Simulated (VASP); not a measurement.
# Zn2CdTe3 (P3m1) in VASP: a series of runs

Zn2CdTe3 is run at these levels: PBE; tasks: single point.

Everything below comes from runs of VASP 6.6.1. Logs are shortened: lines on timing, memory, paths and dates and some standing lists are left out, and cuts for length are marked.

## 1. The cell of the first run

Symmetry: P3m1, No. 156, trigonal system. The conventional cell has a = 4.323 Å, b = 4.323 Å, c = 10.690 Å, α = 90.00°, β = 90.00°, γ = 120.00°. Zn (site symmetry 3m) has 4 Te at 2.60 to 2.62 Å within 3.4 Å. Zn (site symmetry 3m) has 4 Te at 2.59 to 2.62 Å within 3.4 Å. Cd (site symmetry 3m) has 4 Te at 2.74 to 2.75 Å within 3.6 Å. Within 3.5 Å of Te (site symmetry 3m) lie 3 Zn at 2.62 Å and 1 Cd at 2.75 Å. Te (site symmetry 3m) has 4 Zn at 2.60 to 2.62 Å within 3.4 Å. Within 3.4 Å of Te (site symmetry 3m) lie 1 Zn at 2.59 Å and 3 Cd at 2.74 Å.

## 2. Single point, PBE (28.84 Å³/atom)

Contents of INCAR:

```
PREC = Accurate
ENCUT = 520
EDIFF = 1E-6
ISMEAR = 0
SIGMA = 0.02
LREAL = F
LASPH = T
NELM = 100
ALGO = Normal
ISIF = 2
LWAVE = F
LCHARG = F
GGA = PE
NBANDS = 36
```

Contents of KPOINTS:

```
regular mesh
0
Gamma
  6 6 4
```

Contents of POSCAR:

```
Zn2CdTe3
1.0
    4.3230849230      0.0000000000      0.0000000000
   -2.1615424615      3.7439013660      0.0000000000
    0.0000000000      0.0000000000     10.6899444806
Zn Cd Te
2 1 3
Direct
    0.3333333333      0.6666666667      0.6606310856
    0.6666666667      0.3333333333      0.3418969339
    0.0000000000      0.0000000000      0.9942373301
    0.0000000000      0.0000000000      0.7365756144
    0.3333333333      0.6666666667      0.4172679949
    0.6666666667      0.3333333333      0.0993910413
```

Potentials or basis: VASP PAW PBE potentials, release 64 (Zn, Cd, Te).

On the command line:

```sh
$ cat potpaw_PBE.64/Zn/POTCAR potpaw_PBE.64/Cd/POTCAR potpaw_PBE.64/Te/POTCAR > POTCAR
$ mpirun -np 1 vasp_std > vasp.out
```

OUTCAR:

```text
PREC = Accurate
   ENCUT = 520
   EDIFF = 1E-6
   ISMEAR = 0
   LREAL = F
   LASPH = T
   NELM = 100
   ISIF = 2
   GGA = PE

 ion  position               nearest neighbor table
   1  0.333  0.667  0.661-   5 2.60   4 2.62   4 2.62   4 2.62
   2  0.667  0.333  0.342-   6 2.59   5 2.62   5 2.62   5 2.62
   3  0.000  0.000  0.994-   6 2.74   6 2.74   6 2.74   4 2.75
   4  0.000  0.000  0.737-   1 2.62   1 2.62   1 2.62   3 2.75
   5  0.333  0.667  0.417-   1 2.60   2 2.62   2 2.62   2 2.62
   6  0.667  0.333  0.099-   2 2.59   3 2.74   3 2.74   3 2.74

  LATTYP: Found a hexagonal cell.
 ALAT       =     4.3230849230
 C/A-ratio  =     2.4727583823

  Lattice vectors:

 A1 = (   4.3230849230,   0.0000000000,   0.0000000000)
 A2 = (  -2.1615424615,   3.7439013660,   0.0000000000)
 A3 = (   0.0000000000,   0.0000000000,  10.6899444806)

Analysis of symmetry for initial positions (statically):
=====================================================================
 Subroutine PRICEL returns:
 Original cell was already a primitive cell.

 Routine SETGRP: Setting up the symmetry group for a
 hexagonal supercell.

 Subroutine GETGRP returns: Found  6 space group operations
 (whereof  6 operations were pure point group operations)
 out of a pool of 24 trial point group operations.

The static configuration has the point symmetry C_3v.

Analysis of symmetry for dynamics (positions and initial velocities):
=====================================================================
 Subroutine PRICEL returns:
 Original cell was already a primitive cell.

 Routine SETGRP: Setting up the symmetry group for a
 hexagonal supercell.

 Subroutine GETGRP returns: Found  6 space group operations
 (whereof  6 operations were pure point group operations)
 out of a pool of 24 trial point group operations.

The dynamic configuration has the point symmetry C_3v.

 Subroutine INISYM returns: Found  6 space group operations
 (whereof  6 operations are pure point group operations),
 and found     1 'primitive' translations

----------------------------------------------------------------------------------------

                                     Primitive cell

  volume of cell :     173.0189

  direct lattice vectors                    reciprocal lattice vectors
     4.323084923  0.000000000  0.000000000     0.231316298  0.133550527  0.000000000
    -2.161542461  3.743901366  0.000000000     0.000000000  0.267101054  0.000000000
     0.000000000  0.000000000 10.689944481     0.000000000  0.000000000  0.093545855

  length of vectors
     4.323084923  4.323084923 10.689944481     0.267101054  0.267101054  0.093545855

  position of ions in fractional coordinates (direct lattice)
     0.333333333  0.666666667  0.660631086
     0.666666667  0.333333333  0.341896934
     0.000000000  0.000000000  0.994237330
     0.000000000  0.000000000  0.736575614
     0.333333333  0.666666667  0.417267995
     0.666666667  0.333333333  0.099391041

  ion indices of the primitive-cell ions
   primitive index   ion index
                 1           1
                 2           2
                 3           3
                 4           4
                 5           5
                 6           6

----------------------------------------------------------------------------------------

 KPOINTS: regular mesh

Automatic generation of k-mesh.
 Grid dimensions read from file:
 generate k-points for:    6    6    4

 Generating k-lattice:

  Cartesian coordinates                     Fractional coordinates (reciprocal lattice)
     0.038552716  0.022258421  0.000000000     0.166666667 -0.000000000  0.000000000
     0.000000000  0.044516842  0.000000000     0.000000000  0.166666667  0.000000000
     0.000000000  0.000000000  0.023386464     0.000000000  0.000000000  0.250000000

  Length of vectors
     0.044516842  0.044516842  0.023386464

  Shift w.r.t. Gamma in fractional coordinates (k-lattice)
     0.000000000  0.000000000  0.000000000

 Subroutine IBZKPT returns following result:
 ===========================================

 Found     24 irreducible k-points:

 Following reciprocal coordinates:
            Coordinates               Weight
  0.000000  0.000000  0.000000      1.000000
  0.166667 -0.000000  0.000000      6.000000
  0.333333 -0.000000  0.000000      6.000000
  0.500000  0.000000  0.000000      3.000000
  0.166667  0.166667  0.000000      6.000000
  0.333333  0.166667  0.000000     12.000000
[... 16 lines left out ...]
  0.333333  0.166667  0.500000     12.000000
  0.333333  0.333333  0.500000      2.000000
   k-points           NKPTS =     24   k-points in BZ     NKDIM =     24   number of bands    NBANDS=     36
   number of dos      NEDOS =    301   number of ions     NIONS =      6
   total plane-waves  NPLWV =  81920
   dimension x,y,z NGX =    32 NGY =   32 NGZ =   80
   dimension x,y,z NGXF=    64 NGYF=   64 NGZF=  160
   ions per type =               2   1   3
   NGX,Y,Z   is equivalent  to a cutoff of  12.31, 12.31, 12.44 a.u.
   NGXF,Y,Z  is equivalent  to a cutoff of  24.61, 24.61, 24.88 a.u.
 SYSTEM =  unknown system
   PREC   = accura    normal or accurate (medium, high low for compatibility)
   ISTART =      0    job   : 0-new  1-cont  2-samecut
   ICHARG =      2    charge: 1-file 2-atom 10-const
   ISPIN  =      1    spin polarized calculation?
   LNONCOLLINEAR =      F non collinear calculations
   LSORBIT =      F    spin-orbit coupling
   LASPH  =      T    aspherical Exc in radial PAW
   ENCUT  =  520.0 eV  38.22 Ry    6.18 a.u.   8.04  8.04 19.88*2*pi/ulx,y,z
   NELM   =    100;   NELMIN=  2; NELMDL= -5     # of ELM steps
   EDIFF  = 0.1E-05   stopping-criterion for ELM
   LREAL  =      F    real-space projection
   EDIFFG = 0.1E-04   stopping-criterion for IOM
   NSW    =      0    number of steps for IOM
   IBRION =     -1    ionic relax: 0-MD 1-quasi-New 2-CG
   NFREE  =      0    steps in history (QN), initial steepest desc. (CG)
   ISIF   =      2    stress and relaxation
   ISYM   =      2    0-nonsym 1-usesym 2-fastsym
   POTIM  = 0.5000    time-step for ionic-motion
   TEBEG  =    0.0;   TEEND  =   0.0 temperature during run
   PSTRESS=    0.0 pullay stress
   NELECT =      54.0000    total number of electrons
   NUPDOWN=      -1.0000    fix difference up-down
   EMIN   =  10.00;   EMAX   =-10.00  energy-range for DOS
   EFERMI =   0.00;   METHOD = LEGACY
   ISMEAR =     0;   SIGMA  =   0.02  broadening in eV -4-tet -1-fermi 0-gaus
   EFERMI_NEDOS =   21; number of points for ismear=-14 and -15
   IALGO  =     38    algorithm
   IMIX   =      4    mixing-type and parameters
     AMIX     =   0.40;   BMIX     =  1.00
     AMIX_MAG =   1.60;   BMIX_MAG =  1.00
  volume/ion in A,a.u.               =      28.84       194.60
  Fermi-wavevector in a.u.,A,eV,Ry     =   1.110474  2.098491 16.778044  1.233151
  Thomas-Fermi vector in A             =   2.247026
   LORBIT       =      0    0 simple, 1 ext, 2 COOP (PROOUT), +10 PAW based schemes
   GGA     = PE    functional components
   LHFCALC =     F    Hartree Fock is set to
   AEXX    =    0.0000 exact exchange contribution
   IVDW    =     0    specifies the selected vdW correction
   LEPSILON=     F    determine dielectric tensor
   LRPA    =     F    only Hartree local field effects (RPA)
 non-spin polarized calculation
 Gauss-broadening in eV      SIGMA  =   0.02
  energy-cutoff  :      520.00
  volume of cell :      173.02
 maximum number of plane-waves:      4686
   NGX = 17   NGY = 17   NGZ = 39

 number of electron      53.9999987 magnetization

 Free energy of the ion-electron system (eV)
  ---------------------------------------------------
  ext. energy  EPLUGINS =         0.00000000
  ---------------------------------------------------
  free energy    TOTEN  =       -14.83988902 eV

  energy without entropy =      -14.83988902  energy(sigma->0) =      -14.83988902

 E-fermi :   3.6235     XC(G=0):  -9.0366

 val. band max:        3.4980041600   @ k =   0.0000   0.0000   0.0000
 cond. band min:       4.5259060050   @ k =   0.0000   0.0000   0.0000
 fundamental gap:      1.0279018450
 Fermi energy:         3.6235325540

 k-point     1 :       0.0000    0.0000    0.0000
  band No.  band energies     occupation
      1      -8.5508      2.00000
      2      -8.0290      2.00000
      3      -7.7849      2.00000
      4      -5.0466      2.00000
      5      -5.0466      2.00000
      6      -4.9306      2.00000
[... 28 lines left out ...]
     35       8.2605      0.00000
     36       8.9029      0.00000

 k-point     2 :       0.1667   -0.0000    0.0000
  band No.  band energies     occupation
      1      -8.3914      2.00000
      2      -7.9152      2.00000
      3      -7.6996      2.00000
      4      -5.0229      2.00000
      5      -4.9956      2.00000
      6      -4.8948      2.00000
[... 28 lines left out ...]
     35       8.5641      0.00000
     36       8.8433      0.00000

 k-point     3 :       0.3333   -0.0000    0.0000
  band No.  band energies     occupation
      1      -8.0066      2.00000
      2      -7.6875      2.00000
      3      -7.5355      2.00000
      4      -4.9857      2.00000
      5      -4.9219      2.00000
      6      -4.8358      2.00000
[... 28 lines left out ...]
     35       9.3070      0.00000
     36       9.4398      0.00000
[... 742 lines left out ...]
 k-point    23 :       0.3333    0.1667    0.5000
  band No.  band energies     occupation
      1      -7.7335      2.00000
      2      -7.6224      2.00000
      3      -7.4579      2.00000
      4      -4.9902      2.00000
      5      -4.8816      2.00000
      6      -4.8199      2.00000
[... 28 lines left out ...]
     35       9.2666      0.00000
     36       9.5937      0.00000

 k-point    24 :       0.3333    0.3333    0.5000
  band No.  band energies     occupation
      1      -7.5642      2.00000
      2      -7.5222      2.00000
      3      -7.5152      2.00000
      4      -4.9993      2.00000
      5      -4.8279      2.00000
      6      -4.8202      2.00000
[... 28 lines left out ...]
     35       9.2860      0.00000
     36       9.9211      0.00000

------------------------ aborting loop because EDIFF is reached ----------------------------------------

  FORCE on cell =-STRESS in cart. coord.  units (eV):
  Direction    XX          YY          ZZ          XY          YZ          ZX
  --------------------------------------------------------------------------------------
  -------------------------------------------------------------------------------------
  Total        5.1595490      5.1595490      5.1952360     -0.0000000     -0.0000000      0.0000000
  in kB       47.7780814     47.7780814     48.1085477     -0.0000000     -0.0000000      0.0000000
  external PRESSURE =      47.8882368 kB  Pullay stress =       0.0000000 kB

 VOLUME and BASIS-vectors are now :
 -----------------------------------------------------------------------------
  energy-cutoff  :      520.00
  volume of cell :      173.02
      direct lattice vectors                 reciprocal lattice vectors
     4.323084923  0.000000000  0.000000000     0.231316298  0.133550527  0.000000000
    -2.161542461  3.743901366  0.000000000     0.000000000  0.267101054  0.000000000
     0.000000000  0.000000000 10.689944481     0.000000000  0.000000000  0.093545855

 POSITION                                       TOTAL-FORCE (eV/Angst)
 -----------------------------------------------------------------------------------
     -0.00000      2.49593      7.06211        -0.000000      0.000000      0.003824
      2.16154      1.24797      3.65486         0.000000     -0.000000      0.004932
      0.00000      0.00000     10.62834         0.000000      0.000000     -0.003229
      0.00000      0.00000      7.87395         0.000000     -0.000000     -0.011848
     -0.00000      2.49593      4.46057        -0.000000      0.000000     -0.002510
      2.16154      1.24797      1.06248         0.000000     -0.000000      0.008832
 -----------------------------------------------------------------------------------
    total drift:                                0.000000      0.000001      0.003442

  FREE ENERGIE OF THE ION-ELECTRON SYSTEM (eV)
  ---------------------------------------------------
  free  energy   TOTEN  =       -14.8398890185 eV

  energy  without entropy=      -14.8398890185  energy(sigma->0) =      -14.83988902
```

It took 1.8 min on 1 thread of Intel Xeon Platinum 8375C at 2.90GHz (Ice Lake), shared host; peak memory 0.35 GiB.

What came out:

- Free energy: -14.8399 eV
- Pressure: 4.8 GPa
- Largest force: 0.012 eV/Å
- Band gap on the k mesh: 1.03 eV

Forces in eV/Å, atoms in the order of the input:
```
Zn   0.000  0.000  0.004
Zn   0.000  0.000  0.005
Cd   0.000  0.000 -0.003
Te   0.000  0.000 -0.012
Te   0.000  0.000 -0.003
Te   0.000  0.000  0.009
```

Caveat: the cell stands under pressure; spin-orbit coupling is left out, which moves the levels of the heavy elements. A k mesh can miss the band edges.

## 3. Single point, PBE (29.79 Å³/atom)

This run uses another cell than the first one, of 29.79 Å³/atom.

Contents of INCAR:

```
SYSTEM = Zn2CdTe3
ALGO     = Normal         ! electronic algorithm
EDIFF    = 1E-7           ! SCF threshold, eV
ENCUT    = 520            ! plane-wave cutoff, eV
GGA      = PE             ! functional
ISIF     = 2              ! what is computed and relaxed
ISMEAR   = 0              ! smearing method
LASPH    = .True.         ! aspherical terms in the spheres
LCHARG   = .False.        ! write CHGCAR
LREAL    = .False.        ! projectors in reciprocal space
LWAVE    = .False.        ! write WAVECAR
NBANDS   = 36             ! bands
NELM     = 100            ! most SCF steps
PREC     = Accurate       ! precision mode
SIGMA    = 0.02           ! smearing width, eV
```

Contents of KPOINTS:

```
k-points
0
Gamma
  6 6 4
  0 0 0
```

Contents of POSCAR:

```
Zn2CdTe3
1.0
    4.3726164633      0.0000000000      0.0000000000
   -2.1863082316      3.7867969382      0.0000000000
    0.0000000000      0.0000000000     10.7936087998
Zn Cd Te
2 1 3
Direct
    0.3333333333      0.6666666667      0.6606167741
    0.6666666667      0.3333333333      0.3414502089
    0.0000000000      0.0000000000      0.9950303082
    0.0000000000      0.0000000000      0.7369199481
    0.3333333333      0.6666666667      0.4171772861
    0.6666666667      0.3333333333      0.0988054747
```

Potentials or basis: VASP PAW PBE potentials, release 64 (Zn, Cd, Te).

On the command line:

```sh
$ cat potpaw_PBE.64/Zn/POTCAR potpaw_PBE.64/Cd/POTCAR potpaw_PBE.64/Te/POTCAR > POTCAR
$ mpirun -np 1 vasp_std > vasp.out
```

Run time: 2.5 min. Hardware: 1 thread of Intel Xeon Platinum 8375C at 2.90GHz (Ice Lake), shared host; peak memory 0.4 GiB.

Results (log left out):

| Item | Value |
| --- | --- |
| Free energy | -14.9764 eV |
| Pressure | 2.9 GPa |
| Largest force | 0.011 eV/Å |
| Band gap on the k mesh | 0.92 eV |

Forces in eV/Å, atoms in the order of the input:
```
Zn   0.000  0.000  0.003
Zn   0.000  0.000  0.004
Cd   0.000  0.000 -0.003
Te   0.000  0.000 -0.011
Te   0.000  0.000 -0.002
Te   0.000  0.000  0.009
```

Levels at points of the mesh, in eV from the valence-band top:
| k point | band 23 | band 24 | band 25 | band 26 | band 27 | band 28 | band 29 | band 30 | band 31 | band 32 |
| --- | --- | --- | --- | --- | --- | --- | --- | --- | --- | --- |
| (0.00, 0.00, 0.00) | -0.71 | -0.71 | -0.19 | 0.00 | 0.00 | 0.92 | 1.52 | 2.29 | 4.29 | 4.29 |
| (0.50, 0.00, 0.00) | -2.24 | -2.11 | -1.99 | -1.50 | -1.10 | 2.17 | 2.24 | 2.55 | 2.96 | 4.53 |
| (0.00, 0.00, 0.50) | -1.07 | -0.53 | -0.53 | -0.12 | -0.12 | 1.48 | 1.74 | 2.49 | 4.29 | 4.52 |
| (0.50, 0.00, 0.50) | -2.58 | -2.16 | -1.81 | -1.03 | -0.88 | 1.64 | 2.25 | 2.84 | 3.45 | 3.62 |

Caveat: spin-orbit coupling is left out, which moves the levels of the heavy elements.

## 4. Single point, PBE (30.74 Å³/atom)

This run uses another cell than the first one, of 30.74 Å³/atom.

Contents of INCAR:

```
SYSTEM = Zn2CdTe3
  PREC = Accurate
  ENCUT = 520
  EDIFF = 1E-7
  ISMEAR = 0
  SIGMA = 0.02
  LREAL = .False.
  LASPH = .True.
  NELM = 100
  ALGO = Normal
  ISIF = 2
  LWAVE = .False.
  LCHARG = .True.
  GGA = PE
  LELF = .True.
  LVHAR = .True.
  NBANDS = 36
```

Contents of KPOINTS:

```
regular mesh
0
Gamma
  6 6 4
  0 0 0
```

Contents of POSCAR:

```
Zn2CdTe3
1.0
    4.4207468080      0.0000000000      0.0000000000
   -2.2103734040      3.8284790394      0.0000000000
    0.0000000000      0.0000000000     10.8968768159
Zn Cd Te
2 1 3
Direct
    0.3333333333      0.6666666667      0.6605684270
    0.6666666667      0.3333333333      0.3410165230
    0.0000000000      0.0000000000      0.9957634612
    0.0000000000      0.0000000000      0.7372473509
    0.3333333333      0.6666666667      0.4171162074
    0.6666666667      0.3333333333      0.0982880305
```

On the command line:

```sh
$ cat potpaw_PBE.64/Zn/POTCAR potpaw_PBE.64/Cd/POTCAR potpaw_PBE.64/Te/POTCAR > POTCAR
$ mpirun -np 1 vasp_std > vasp.out
```

It took 2.3 min on 1 thread of Intel Xeon Platinum 8375C at 2.90GHz (Ice Lake), shared host; peak memory 0.41 GiB.

It converged, with:

```yaml
Free_energy: -15.0527 eV
Pressure: 1.4 GPa
Largest_force: 0.009 eV/Å
Band_gap_on_the_k_mesh: 0.81 eV
```

Forces on the atoms (eV/Å):
```
Zn   0.000  0.000  0.003
Zn   0.000  0.000  0.004
Cd   0.000  0.000 -0.004
Te   0.000  0.000 -0.009
Te   0.000  0.000 -0.002
Te   0.000  0.000  0.008
```

Levels at points of the mesh, in eV from the valence-band top:
```csv
k point,band 24,band 25,band 26,band 27,band 28,band 29,band 30,band 31
"(0.00, 0.00, 0.00)",-0.66,-0.16,0.00,0.00,0.81,1.50,2.24,4.33
"(0.50, 0.00, 0.00)",-1.99,-1.89,-1.40,-1.05,2.22,2.33,2.54,2.92
"(0.00, 0.00, 0.50)",-0.49,-0.49,-0.12,-0.12,1.46,1.68,2.39,4.31
"(0.50, 0.00, 0.50)",-2.03,-1.71,-0.96,-0.83,1.62,2.31,2.87,3.48
```

Caveat: spin-orbit coupling is left out, which moves the levels of the heavy elements.

## 5. Summary

```csv
cell,gap on the mesh (eV),pressure (GPa),largest force (eV/Å)
"a = 4.323, b = 4.323, c = 10.690 Å, angles 90.0, 90.0, 120.0°, 6 atoms, atomic positions A",1.03,4.8,0.01
"a = 4.373, b = 4.373, c = 10.794 Å, angles 90.0, 90.0, 120.0°, 6 atoms, atomic positions B",0.92,2.9,0.01
"a = 4.421, b = 4.421, c = 10.897 Å, angles 90.0, 90.0, 120.0°, 6 atoms, atomic positions C",0.81,1.4,0.01
```

Alike in all rows: task single point; level PBE; potentials or basis VASP PAW PBE potentials, release 64 (Zn, Cd, Te); no spin polarisation; k mesh 6 × 6 × 4; cutoff (eV) 520; smearing gaussian 0.02 eV.

Caveats: spin-orbit coupling is left out, which moves the levels of the heavy elements; the cell stands under pressure (at least some runs).

Total energies depend on the potentials used, so only differences within one code and one set of settings carry meaning.
